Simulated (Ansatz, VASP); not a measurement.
## Si: VASP beside Ansatz

```
Si
1.0
     4.41804    0.00000    0.00000
    -2.20902    3.82613    0.00000
     0.00000    0.00000    2.53390
Si
3
Cartesian
  4.4180 0.0000 0.0000
  0.0000 2.5508 1.2670
  2.2090 1.2754 1.2670
```

Alike in both runs: functional LDA; k mesh 8 × 8 × 12; occupations fermi-dirac, width 0.1 eV; no spin polarisation.

Ansatz relaxed the structure, and its values are those at the end. VASP's run is a single point on that final structure, the one shown.

|  | VASP | Ansatz |
| --- | --- | --- |
| version | VASP 6.6.1 | Ansatz 0.2.0 |
| potentials or method | VASP PAW LDA potentials, release 64 (Si), cutoff 520 eV | plane waves (420 eV) with PAW, scalar-relativistic |
| valence electrons in the cell | 12 | 12 |

|  | VASP | Ansatz | Ansatz less VASP |
| --- | --- | --- | --- |
| pressure (GPa) | 0.1 | 0.0 | -0.08 |

Ansatz warns that its potentials were made for another functional, while VASP's fit it. LDA's correlation is that of Perdew and Zunger in VASP and of Perdew and Wang (1992) in Ansatz.
